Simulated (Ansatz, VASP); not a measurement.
Two plane-wave programs on EuTe2

```xyz
6
Lattice="-3.4757 3.4757 4.0754 3.4757 -3.4757 4.0754 3.4757 3.4757 -4.0754" Properties=species:S:1:pos:R:3 pbc="T T T"
Eu    0.0000    0.0000    6.1130
Eu    0.0000    0.0000    2.0377
Te    1.0203    2.4554    0.0000
Te    2.4554    1.0203    4.0754
Te    4.4961    1.0203    0.0000
Te   -1.0203    2.4554    4.0754
```

Alike in both runs: functional PBE; k mesh 4 × 4 × 4; occupations gaussian, width 0.05 eV; collinear spin.

Ansatz relaxed the structure, and its values are those at the end. VASP's run is a single point on that final structure, the one shown.

|  | VASP | Ansatz |
| --- | --- | --- |
| version | VASP 6.6.1 | Ansatz 0.2.0 |
| potentials or method | VASP PAW PBE potentials, release 64 (Eu, Te), cutoff 520 eV | scalar-relativistic, plane waves, PAW |
| valence electrons in the cell | 58 | 98 |

```csv
,VASP,Ansatz,Ansatz less VASP
gap on the k mesh at the Fermi level (eV),none,none,-
pressure (GPa),-0.1,0.0,+0.12
rms of the force components (eV/Å),0.004,0.010,+0.0062
net moment per atom (μB),2.32,2.32,+0.003
size of the moment on the site where the two differ most (μB),6.56,6.80,+0.237
```

Site moments also hang on the region over which each program counts them. A gap of «none» marks a metal or a gap that the smearing closes. VASP's potentials hold 58 valence electrons a cell and Ansatz's 98, so a difference there can come from the potentials and not from the codes. Ansatz's warnings: given moment on shells.

Spin-orbit coupling is off throughout.
